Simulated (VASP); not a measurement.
# HfO2 (Fm-3m) in VASP: settings compared

The runs below take HfO2 through relaxation of cell and atoms, single point, with PBEsol, r2SCAN, PBE, LDA.

Program: VASP 6.6.1. These are calculated values, not measurements. Logs are shortened: lines on timing, memory, paths and dates and some standing lists are left out, and cuts for length are marked.

## 1. The cell of the first run

The structure is cubic, space group Fm-3m (No. 225). Conventional cell: a = 5.098 Å, b = 5.098 Å, c = 5.098 Å, α = 90.00°, β = 90.00°, γ = 90.00°. Within 2.9 Å of Hf (site symmetry m-3m) lie 8 O at 2.21 Å. Within 2.9 Å of O (site symmetry -43m) lie 4 Hf at 2.21 Å and 6 O at 2.55 Å.

## 2. Relaxation of cell and atoms, PBEsol

INCAR

```
PREC     = Accurate       # precision mode
ENCUT    = 600            # plane-wave cutoff, eV
EDIFF    = 1E-6           # SCF threshold, eV
ISMEAR   = -1             # smearing method
SIGMA    = 0.02           # smearing width, eV
LREAL    = False          # projectors in reciprocal space
LASPH    = True           # aspherical terms in the spheres
NELM     = 100            # most SCF steps
ALGO     = Normal         # electronic algorithm
ISIF     = 3              # what is computed and relaxed
LWAVE    = False          # write WAVECAR
LCHARG   = False          # write CHGCAR
GGA      = PS             # functional
IBRION   = 2              # ionic algorithm
NSW      = 80             # ionic steps
EDIFFG   = -0.005         # ionic threshold
```

KPOINTS

```
regular mesh
0
Gamma
  8 8 8
```

POSCAR

```
HfO2
1.0
    0.0000000000      2.5488057756      2.5488057756
    2.5488057756      0.0000000000      2.5488057756
    2.5488057756      2.5488057756      0.0000000000
Hf O
1 2
Direct
    0.0000000000      0.0000000000      0.0000000000
    0.2500000000      0.2500000000      0.2500000000
    0.7500000000      0.7500000000      0.7500000000
```

Potentials or basis: VASP PAW PBE potentials, release 64 (Hf_pv, O).

Command:

```console
$ cat potpaw_PBE.64/Hf_pv/POTCAR potpaw_PBE.64/O/POTCAR > POTCAR
$ mpirun -np 1 vasp_std > vasp.out
```

OUTCAR:

```text
PREC = Accurate
   ENCUT = 600
   EDIFF = 1E-6
   ISMEAR = -1
   LREAL = False
   LASPH = True
   NELM = 100
   ISIF = 3
   GGA = PS
   IBRION = 2
   NSW = 80
   EDIFFG = -0.005

 ion  position               nearest neighbor table
   1  0.000  0.000  0.000-   3 2.21   3 2.21   3 2.21   2 2.21   3 2.21   2 2.21   2 2.21   2 2.21

   2  0.250  0.250  0.250-   1 2.21   1 2.21   1 2.21   1 2.21
   3  0.750  0.750  0.750-   1 2.21   1 2.21   1 2.21   1 2.21

  LATTYP: Found a face centered cubic cell.
 ALAT       =     5.0976115512

  Lattice vectors:

 A1 = (   0.0000000000,   2.5488057756,   2.5488057756)
 A2 = (   2.5488057756,   0.0000000000,   2.5488057756)
 A3 = (   2.5488057756,   2.5488057756,   0.0000000000)

Analysis of symmetry for initial positions (statically):
=====================================================================
 Subroutine PRICEL returns:
 Original cell was already a primitive cell.

 Routine SETGRP: Setting up the symmetry group for a
 face centered cubic supercell.

 Subroutine GETGRP returns: Found 48 space group operations
 (whereof 48 operations were pure point group operations)
 out of a pool of 48 trial point group operations.

The static configuration has the point symmetry O_h .

Analysis of symmetry for dynamics (positions and initial velocities):
=====================================================================
 Subroutine PRICEL returns:
 Original cell was already a primitive cell.

 Routine SETGRP: Setting up the symmetry group for a
 face centered cubic supercell.

 Subroutine GETGRP returns: Found 48 space group operations
 (whereof 48 operations were pure point group operations)
 out of a pool of 48 trial point group operations.

The dynamic configuration has the point symmetry O_h .

 Subroutine INISYM returns: Found 48 space group operations
 (whereof 48 operations are pure point group operations),
 and found     1 'primitive' translations

----------------------------------------------------------------------------------------

                                     Primitive cell

  volume of cell :      33.1162

  direct lattice vectors                    reciprocal lattice vectors
     0.000000000  2.548805776  2.548805776    -0.196170302  0.196170302  0.196170302
     2.548805776  0.000000000  2.548805776     0.196170302 -0.196170302  0.196170302
     2.548805776  2.548805776  0.000000000     0.196170302  0.196170302 -0.196170302
[... 101 lines left out ...]
   ISMEAR =    -1;   SIGMA  =   0.02  broadening in eV -4-tet -1-fermi 0-gaus
   EFERMI_NEDOS =   21; number of points for ismear=-14 and -15
   IALGO  =     38    algorithm
   IMIX   =      4    mixing-type and parameters
     AMIX     =   0.40;   BMIX     =  1.00
     AMIX_MAG =   1.60;   BMIX_MAG =  1.00
  volume/ion in A,a.u.               =      11.04        74.49
  Fermi-wavevector in a.u.,A,eV,Ry     =   1.428463  2.699404 27.762775  2.040506
  Thomas-Fermi vector in A             =   2.548522
   LORBIT       =      0    0 simple, 1 ext, 2 COOP (PROOUT), +10 PAW based schemes
   GGA     = PS    functional components
   LHFCALC =     F    Hartree Fock is set to
   AEXX    =    0.0000 exact exchange contribution
   IVDW    =     0    specifies the selected vdW correction
   LEPSILON=     F    determine dielectric tensor
   LRPA    =     F    only Hartree local field effects (RPA)
 conjugate gradient relaxation of ions
 non-spin polarized calculation
  energy-cutoff  :      600.00
  volume of cell :       33.12
 maximum number of plane-waves:      1124
 NGX is ok and might be reduce to    30
   NGX = 15   NGY = 15   NGZ = 15

--------------------------------------- Ionic step        1  -------------------------------------------

 number of electron      21.9999994 magnetization

 Free energy of the ion-electron system (eV)
  ---------------------------------------------------
  ext. energy  EPLUGINS =         0.00000000
  ---------------------------------------------------
  free energy    TOTEN  =       -31.58911968 eV

  energy without entropy =      -31.58911968  energy(sigma->0) =      -31.58911968

------------------------ aborting loop because EDIFF is reached ----------------------------------------

  FORCE on cell =-STRESS in cart. coord.  units (eV):
  Direction    XX          YY          ZZ          XY          YZ          ZX
  --------------------------------------------------------------------------------------
  -------------------------------------------------------------------------------------
  Total       -2.3827884     -2.3827884     -2.3827884     -0.0000000      0.0000000      0.0000000
  in kB     -115.2804945   -115.2804945   -115.2804945     -0.0000000      0.0000000      0.0000000
  external PRESSURE =    -115.2804945 kB  Pullay stress =       0.0000000 kB
[... 98 lines left out ...]
--------------------------------------- Ionic step        4  -------------------------------------------

 number of electron      22.0000001 magnetization

 Free energy of the ion-electron system (eV)
  ---------------------------------------------------
  ext. energy  EPLUGINS =         0.00000000
  ---------------------------------------------------
  free energy    TOTEN  =       -31.64608371 eV

  energy without entropy =      -31.64608371  energy(sigma->0) =      -31.64608371

 E-fermi :   4.8249     XC(G=0): -12.2691

 val. band max:        4.3951734444   @ k =   0.5000   0.5000   0.0000
 cond. band min:       8.1468472820   @ k =   0.5000   0.5000   0.0000
 fundamental gap:      3.7516738375
 Fermi energy:         4.8249037818

 k-point     1 :       0.0000    0.0000    0.0000
  band No.  band energies     occupation
      1     -25.0908      2.00000
      2     -25.0908      2.00000
      3     -25.0908      2.00000
      4     -14.4872      2.00000
      5     -11.2304      2.00000
      6      -1.1984      2.00000
      7      -1.1984      2.00000
      8      -1.1984      2.00000
      9       3.7640      2.00000
     10       3.7640      2.00000
     11       3.7640      2.00000
     12       8.2457      0.00000
     13       8.2457      0.00000
     14      10.2874      0.00000
[... 401 lines left out ...]
      2     -25.2957      2.00000
      3     -25.1816      2.00000
      4     -12.7776      2.00000
      5     -12.1493      2.00000
      6      -0.6585      2.00000
      7      -0.2573      2.00000
      8       0.7157      2.00000
      9       2.0951      2.00000
     10       2.9801      2.00000
     11       3.1078      2.00000
     12       9.0101      0.00000
     13       9.4576      0.00000
     14      11.6406      0.00000
     15      12.7162      0.00000

 [... further k-points ...]
[... 5 lines left out ...]
  --------------------------------------------------------------------------------------
  -------------------------------------------------------------------------------------
  Total        0.0015586      0.0015586      0.0015586      0.0000000      0.0000000      0.0000000
  in kB        0.0790311      0.0790311      0.0790311      0.0000000      0.0000000      0.0000000
  external PRESSURE =       0.0790311 kB  Pullay stress =       0.0000000 kB
[... 18 lines left out ...]
  FREE ENERGIE OF THE ION-ELECTRON SYSTEM (eV)
  ---------------------------------------------------
  free  energy   TOTEN  =       -31.6460837080 eV

  energy  without entropy=      -31.6460837080  energy(sigma->0) =      -31.64608371

 reached required accuracy - stopping structural energy minimisation
```

OSZICAR:

```text
N       E                     dE             d eps       ncg     rms          rms(c)
DAV:   1     0.104714621224E+03    0.10471E+03   -0.13869E+04   870   0.162E+03
DAV:   2    -0.327553197735E+02   -0.13747E+03   -0.13499E+03  1136   0.333E+02
DAV:   3    -0.368523343019E+02   -0.40970E+01   -0.40938E+01  1199   0.561E+01
[... 34 lines left out ...]
DAV:   1    -0.316461701768E+02   -0.10680E-03   -0.23793E-03   961   0.478E-01    0.139E-01
DAV:   2    -0.316460974430E+02    0.72734E-04   -0.31247E-04   933   0.138E-01    0.428E-02
DAV:   3    -0.316460858181E+02    0.11625E-04   -0.15732E-05  1031   0.364E-02    0.280E-02
DAV:   4    -0.316460833713E+02    0.24468E-05   -0.82330E-06  1094   0.248E-02    0.218E-02
DAV:   5    -0.316460837080E+02   -0.33670E-06   -0.32356E-07   435   0.469E-03
   4 F= -.31646084E+02 E0= -.31646084E+02  d E =-.569640E-01
```

It took 34 s on 1 thread of AMD EPYC 9R45 (Zen 5), shared host; peak memory 0.15 GiB.

What came out:

| Quantity | Value |
| --- | --- |
| Free energy | -31.6461 eV |
| Relaxed volume | 10.53 Å³/atom |
| Relaxed cell | a = 3.549 Å, b = 3.549 Å, c = 3.549 Å, α = 60.00°, β = 60.00°, γ = 60.00° |
| Space group after relaxing (to 0.05 Å) | Fm-3m (No. 225) |
| Energy gained by relaxing | 19.0 meV/atom |
| Ionic steps | 4 |
| Pressure after relaxing | 0.0 GPa |
| Band gap on the k mesh | 3.75 eV, direct |

The path:
```csv
step,energy change (eV),largest force (eV/Å),pressure (GPa),volume (Å³)
1,0.0000,0.0000,-11.53,33.12
2,0.0830,0.0000,22.27,29.45
3,-0.0569,0.0000,-0.16,31.63
4,-0.0570,0.0000,0.01,31.60
```

Final structure:
```
CELL_PARAMETERS angstrom
0.00000 2.50921 2.50921
2.50921 0.00000 2.50921
2.50921 2.50921 0.00000
ATOMIC_POSITIONS crystal
Hf 0.00000 0.00000 0.00000
O 0.25000 0.25000 0.25000
O 0.75000 0.75000 0.75000
```

Levels at points of the mesh, in eV from the valence-band top:
| k point | band 8 | band 9 | band 10 | band 11 | band 12 | band 13 | band 14 | band 15 |
| --- | --- | --- | --- | --- | --- | --- | --- | --- |
| (0.00, 0.00, 0.00) | -5.59 | -0.63 | -0.63 | -0.63 | 3.85 | 3.85 | 5.89 | 10.81 |
| (0.50, 0.00, 0.00) | -3.13 | -2.84 | -1.89 | -1.89 | 4.63 | 4.63 | 7.25 | 8.94 |
| (0.50, 0.50, 0.00) | -3.57 | -1.60 | -1.60 | 0.00 | 3.75 | 5.59 | 6.88 | 8.41 |

Caveat: the PAW data sets were made with another functional, which shifts forces and pressure a little; spin-orbit coupling is left out, which moves the levels of the heavy elements.

## 3. Relaxation of cell and atoms, r2SCAN

POSCAR is that of step 2.

INCAR.step1

```
PREC = Accurate
ENCUT = 600
ISMEAR = -1
SIGMA = 0.02
LREAL = False
LASPH = True
NELM = 100
GGA = PE
ALGO = Normal
EDIFF = 1E-4
LWAVE = True
LCHARG = False
```

INCAR.step2

```
PREC = Accurate
ENCUT = 600
EDIFF = 1E-6
ISMEAR = -1
SIGMA = 0.02
LREAL = False
LASPH = True
NELM = 100
ALGO = Normal
ISIF = 3
LWAVE = False
LCHARG = False
METAGGA = R2SCAN
LMIXTAU = True
IBRION = 2
NSW = 80
EDIFFG = -0.005
ISTART = 1
```

KPOINTS

```
Automatic mesh
0
Gamma
  8 8 8
```

Potentials or basis: VASP PAW PBE potentials, release 64 (Hf_pv, O).

Command:

```console
$ cat potpaw_PBE.64/Hf_pv/POTCAR potpaw_PBE.64/O/POTCAR > POTCAR
$ cp INCAR.step1 INCAR
$ mpirun -np 1 vasp_std > vasp.out
$ cp INCAR.step2 INCAR
$ mpirun -np 1 vasp_std > vasp.out
```

Wall time 3 min (1 thread of AMD EPYC 9R45 (Zen 5), shared host); peak memory 0.16 GiB.

It converged, with:

```
Free energy                            : -68.5640 eV
Relaxed volume                         : 10.62 Å³/atom
Relaxed cell                           : a = 3.558 Å, b = 3.558 Å, c = 3.558 Å, α = 60.00°, β = 60.00°, γ = 60.00°
Space group after relaxing (to 0.05 Å) : Fm-3m (No. 225)
Energy gained by relaxing              : 13.5 meV/atom
Ionic steps                            : 4
Pressure after relaxing                : 0.0 GPa
Band gap on the k mesh                 : 4.36 eV, direct
```

Step by step:
| step | energy change (eV) | largest force (eV/Å) | pressure (GPa) | volume (Å³) |
| --- | --- | --- | --- | --- |
| 1 | 0.0000 | 0.0000 | -10.00 | 33.12 |
| 2 | 0.0720 | 0.0000 | 19.87 | 29.92 |
| 3 | -0.0406 | 0.0000 | -0.23 | 31.87 |
| 4 | -0.0406 | 0.0000 | -0.01 | 31.85 |

Final structure:
```
Hf O
1.0
     0.00000    2.51578    2.51578
     2.51578    0.00000    2.51578
     2.51578    2.51578    0.00000
Hf O
1 2
Cartesian
  2.5158 5.0316 2.5158
  1.2579 1.2579 1.2579
  3.7737 3.7737 3.7737
```

Levels at points of the mesh, in eV from the valence-band top:
```csv
k point,band 7,band 8,band 9,band 10,band 11,band 12,band 13,band 14,band 15
"(0.00, 0.00, 0.00)",-5.59,-5.59,-0.65,-0.65,-0.65,4.47,4.47,6.66,11.30
"(0.50, 0.00, 0.00)",-4.49,-3.10,-2.86,-1.92,-1.92,5.19,5.19,7.72,9.70
"(0.50, 0.50, 0.00)",-3.63,-3.63,-1.59,-1.59,0.00,4.36,6.14,7.39,8.88
```

Caveat: the PAW data sets were made with another functional, which shifts forces and pressure a little; spin-orbit coupling is left out, which moves the levels of the heavy elements.

## 4. Single point, PBE, non-collinear spin, zero start, spin-orbit coupling

This run uses another cell than the first one, of 10.79 Å³/atom, 0.977 times its volume.

INCAR

```
PREC     = Accurate       # precision mode
ENCUT    = 520            # plane-wave cutoff, eV
EDIFF    = 1E-6           # SCF threshold, eV
ISMEAR   = 0              # smearing method
SIGMA    = 0.01           # smearing width, eV
LREAL    = False          # projectors in reciprocal space
LASPH    = True           # aspherical terms in the spheres
NELM     = 150            # most SCF steps
ALGO     = Normal         # electronic algorithm
ISIF     = 2              # what is computed and relaxed
LWAVE    = False          # write WAVECAR
LCHARG   = False          # write CHGCAR
MAGMOM   = 0 0 0 0 0 0 0 0 0 # initial moments
LORBIT   = 11             # projections on sites
LSORBIT  = True           # spin-orbit coupling
GGA_COMPAT= False        
LORBMOM  = True         
LMAXMIX  = 4              # l up to which the mixer works
GGA      = PE             # functional
NBANDS   = 35             # bands
```

KPOINTS is that of step 3.

POSCAR

```
HfO2
1.0
    0.0000000000      2.5291823175      2.5291823175
    2.5291823175      0.0000000000      2.5291823175
    2.5291823175      2.5291823175      0.0000000000
Hf O
1 2
Direct
    0.0000000000      0.0000000000      0.0000000000
    0.2500000000      0.2500000000      0.2500000000
    0.7500000000      0.7500000000      0.7500000000
```

Command:

```console
$ cat potpaw_PBE.64/Hf_pv/POTCAR potpaw_PBE.64/O/POTCAR > POTCAR
$ mpirun -np 1 vasp_ncl > vasp.out
```

Run time: 54 s. Hardware: 1 thread of AMD EPYC 9R45 (Zen 5), shared host; peak memory 0.24 GiB.

The run converged. Its results:

```yaml
Free_energy: -30.8688 eV
Pressure: 2.3 GPa
Net_moment: 0.00 μB per cell
Valence_electrons_inside_the_program's_atomic_spheres: Hf 8.30; O 5.12
```

Moments on the atoms (μB; x, y, z):
```
Hf  0.00 0.00 0.00
O   0.00 0.00 0.00
O   0.00 0.00 0.00
```

## 5. Single point, LDA

This run uses another cell than the first one, of 10.42 Å³/atom, 0.944 times its volume.

INCAR

```
PREC = Accurate
ENCUT = 600
EDIFF = 1E-6
ISMEAR = -1
SIGMA = 0.02
LREAL = False
LASPH = True
NELM = 120
ALGO = Normal
ISIF = 2
LWAVE = False
LCHARG = False
NBANDS = 18
GGA_COMPAT = False
```

KPOINTS is that of step 4.

POSCAR

```
HfO2
1.0
    0.0000000000      2.5005318691      2.5005318691
    2.5005318691      0.0000000000      2.5005318691
    2.5005318691      2.5005318691      0.0000000000
Hf O
1 2
Direct
    0.0000000000      0.0000000000      0.0000000000
    0.2500000000      0.2500000000      0.2500000000
    0.7500000000      0.7500000000      0.7500000000
```

Potentials or basis: VASP PAW LDA potentials, release 64 (Hf_pv, O).

Command:

```console
$ cat potpaw_LDA.64/Hf_pv/POTCAR potpaw_LDA.64/O/POTCAR > POTCAR
$ mpirun -np 1 vasp_std > vasp.out
```

Wall time 24 s (1 thread of AMD EPYC 7R13, shared host); peak memory 0.12 GiB.

Results (log left out):

```yaml
Free_energy: -33.0741 eV
Pressure: -3.5 GPa
Band_gap_on_the_k_mesh: 3.70 eV, direct
```

Levels at points of the mesh, in eV from the valence-band top:
```csv
k point,band 7,band 8,band 9,band 10,band 11,band 12,band 13,band 14,band 15,band 16
"(0.00, 0.00, 0.00)",-5.67,-5.67,-0.63,-0.63,-0.63,3.78,3.78,6.02,10.89,10.89
"(0.50, 0.00, 0.00)",-4.59,-3.13,-2.85,-1.89,-1.89,4.58,4.58,7.33,8.93,9.76
"(0.50, 0.50, 0.00)",-3.57,-3.57,-1.62,-1.62,0.00,3.70,5.55,6.98,8.45,8.45
```

Caveat: spin-orbit coupling is left out, which moves the levels of the heavy elements. Expect the measured gap to be larger: semilocal functionals such as LDA lack the derivative discontinuity.

## 6. Single point, LDA

This run uses another cell than the first one, of 10.79 Å³/atom, 0.977 times its volume.

INCAR

```
SYSTEM = HfO2
  ALGO = Normal
  EDIFF = 1E-6
  ENCUT = 600
  GGA_COMPAT = .False.
  ISIF = 2
  ISMEAR = 0
  LASPH = .True.
  LCHARG = .True.
  LELF = .True.
  LREAL = .False.
  LVHAR = .True.
  LWAVE = .False.
  NBANDS = 18
  NELM = 120
  PREC = Accurate
  SIGMA = 0.01
```

KPOINTS

```
k-points
0
Gamma
  8 8 8
  0 0 0
```

POSCAR

```
HfO2
1.0
    0.0000000000      2.5291823175      2.5291823175
    2.5291823175      0.0000000000      2.5291823175
    2.5291823175      2.5291823175      0.0000000000
Hf O
1 2
Direct
    0.0000000000      0.0000000000      0.0000000000
    0.2500000000      0.2500000000      0.2500000000
    0.7500000000      0.7500000000      0.7500000000
```

Potentials or basis: VASP PAW LDA potentials, release 64 (Hf_pv, O).

Command:

```console
$ cat potpaw_LDA.64/Hf_pv/POTCAR potpaw_LDA.64/O/POTCAR > POTCAR
$ mpirun -np 1 vasp_std > vasp.out
```

Run time: 31 s. Hardware: 1 thread of AMD EPYC 7R13, shared host; peak memory 0.13 GiB.

It converged, with:

```
Free energy            : -33.0229 eV
Pressure               : -12.3 GPa
Band gap on the k mesh : 3.61 eV, direct
```

Levels at points of the mesh, in eV from the valence-band top:
```tsv
k point	band 9	band 10	band 11	band 12	band 13	band 14
(0.00, 0.00, 0.00)	-0.62	-0.62	-0.62	3.70	3.70	5.75
(0.50, 0.00, 0.00)	-2.77	-1.85	-1.85	4.45	4.45	7.00
(0.50, 0.50, 0.00)	-1.56	-1.56	0.00	3.61	5.36	6.66
```

Caveat: spin-orbit coupling is left out, which moves the levels of the heavy elements. As with any semilocal functional, this LDA gap is likely too small.

## 7. Overview

| task | level | potentials or basis | spin | cell | cutoff (eV) | smearing | gap on the mesh (eV) | pressure (GPa) | relaxed volume (Å³/atom) |
| --- | --- | --- | --- | --- | --- | --- | --- | --- | --- |
| relaxation of cell and atoms | PBEsol | VASP PAW PBE potentials, release 64 (Hf_pv, O) | off | relaxed from a = 3.605 Å, angles 60.0°, 3 atoms | 600 | fermi-dirac 0.02 eV | 3.75 | 0.0 | 10.53 |
| relaxation of cell and atoms | r2SCAN | VASP PAW PBE potentials, release 64 (Hf_pv, O) | off | relaxed from a = 3.605 Å, angles 60.0°, 3 atoms | 600 | fermi-dirac 0.02 eV | 4.36 | 0.0 | 10.62 |
| single point | PBE | VASP PAW PBE potentials, release 64 (Hf_pv, O) | non-collinear, zero start, SOC | a = 3.577 Å, angles 60.0°, 3 atoms | 520 | gaussian 0.01 eV | - | 2.3 | - |
| single point | LDA | VASP PAW LDA potentials, release 64 (Hf_pv, O) | off | a = 3.536 Å, angles 60.0°, 3 atoms | 600 | fermi-dirac 0.02 eV | 3.70 | -3.5 | - |
| single point | LDA | VASP PAW LDA potentials, release 64 (Hf_pv, O) | off | a = 3.577 Å, angles 60.0°, 3 atoms | 600 | gaussian 0.01 eV | 3.61 | -12.3 | - |

Alike in all rows: k mesh 8 × 8 × 8.

Caveats: spin-orbit coupling is left out, which moves the levels of the heavy elements (some runs); the PAW data sets were made with another functional, which shifts forces and pressure a little (some runs).

Absolute energies hang on the potentials; compare differences alone.
